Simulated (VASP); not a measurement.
**Ca8CO: single point with PBE**

The system is Ca8CO, a slab with vacuum.

```
CELL_PARAMETERS angstrom
7.81324 0.00000 0.00000
0.00000 7.81324 0.00000
0.00000 0.00000 20.60939
ATOMIC_POSITIONS crystal
Ca 0.25000 0.25000 0.19409
Ca 0.25000 0.75000 0.19409
Ca 0.75000 0.25000 0.19409
Ca 0.75000 0.75000 0.19409
Ca 0.00000 0.00000 0.32070
Ca 0.00000 0.50000 0.32070
Ca 0.50000 0.00000 0.32070
Ca 0.50000 0.50000 0.32070
C 0.17705 0.75000 0.39057
O 0.32295 0.75000 0.39057
```

```
Program             : VASP 6.6.1
Task                : single point
Functional          : PBE
Potentials or basis : VASP PAW PBE potentials, release 64 (Ca_sv, C, O)
Cutoff              : 520 eV
k mesh              : 4 × 4 × 1
Occupations         : gaussian, width 0.1 eV
Spin                : no spin polarisation
```

```
Largest force          : 7.443 eV/Å
Band gap on the k mesh : zero (band 45 reaches -1.21 eV, above the bottom of band 46 at -1.28 eV)
```

Forces on the atoms (eV/Å):
```
Ca   0.013  0.000 -0.007
Ca  -0.036  0.000 -0.154
Ca  -0.011  0.000 -0.021
Ca  -0.003  0.000 -0.037
Ca  -0.164 -0.138  0.111
Ca  -0.164  0.138  0.111
Ca  -0.121 -0.036  0.053
Ca  -0.121  0.036  0.053
C   -6.801  0.000 -0.833
O    7.408  0.000  0.724
```

Levels at points of the mesh, in eV from the Fermi level:
| k point | band 42 | band 43 | band 44 | band 45 | band 46 | band 47 | band 48 | band 49 |
| --- | --- | --- | --- | --- | --- | --- | --- | --- |
| (0.00, 0.00, 0.00) | -1.10 | -1.05 | -0.21 | -0.07 | 0.15 | 0.19 | 0.37 | 0.41 |
| (0.50, 0.00, 0.00) | -0.76 | -0.64 | -0.62 | -0.47 | 0.12 | 0.14 | 0.40 | 0.48 |
| (0.00, 0.50, 0.00) | -0.74 | -0.64 | -0.61 | -0.49 | 0.16 | 0.24 | 0.40 | 0.42 |
| (0.50, 0.50, 0.00) | -0.57 | -0.49 | -0.40 | -0.03 | 0.23 | 0.31 | 0.59 | 0.60 |

Wall time 32 min on 1 thread of Intel(R) Xeon(R) Platinum 8488C (Sapphire Rapids), with other jobs on the host, peak memory 1.3 GiB.
